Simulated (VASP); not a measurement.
Input of a VASP 6.6.1 run:

File INCAR:

```
PREC = Accurate
ENCUT = 500
EDIFF = 1E-6
ISMEAR = 0
SIGMA = 0.2
LREAL = False
LASPH = True
NELM = 120
ALGO = Normal
ISIF = 2
LWAVE = False
LCHARG = True
GGA = PE
LELF = True
LVHAR = True
NBANDS = 23
GGA_COMPAT = False
```

The input KPOINTS:

```
Automatic mesh
0
Gamma
  4 4 5
```

Contents of POSCAR:

```
Si4W
1.0
    6.3996322504     -0.0000000036      0.0000000000
   -3.1998161221      5.5422441055      0.0000000000
    0.0000000000      0.0000000000      2.4828091076
Si W
4 1
Direct
    0.8727362331      0.1272637669      0.0000000000
    0.8727362331      0.7454724661      0.0000000000
    0.2545275339      0.1272637669      0.0000000000
    0.6666666667      0.3333333333      0.0000000000
    0.3333333333      0.6666666667      0.0000000000
```

Potentials or basis: VASP PAW PBE potentials, release 64 (Si, W_sv).

Run with:

```sh
$ cat potpaw_PBE.64/Si/POTCAR potpaw_PBE.64/W_sv/POTCAR > POTCAR
$ mpirun -np 1 vasp_std > vasp.out
```

Question: Estimate the band gap on the k mesh.

Answer: Zero (band 15 reaches 8.86 eV, above the bottom of band 16 at 6.73 eV).

Question: Estimate the largest force.

Answer: 0.008 eV/Å.

Question: Predict the pressure.

Answer: 0.1 GPa.

Stress tensor (GPa, compression positive):
```
0.05 0.00 0.00
0.00 0.05 0.00
0.00 0.00 0.28
```

Caveat: the k points lie up to 0.51 Å⁻¹ apart; spin-orbit coupling is left out, which moves the levels of the heavy elements.
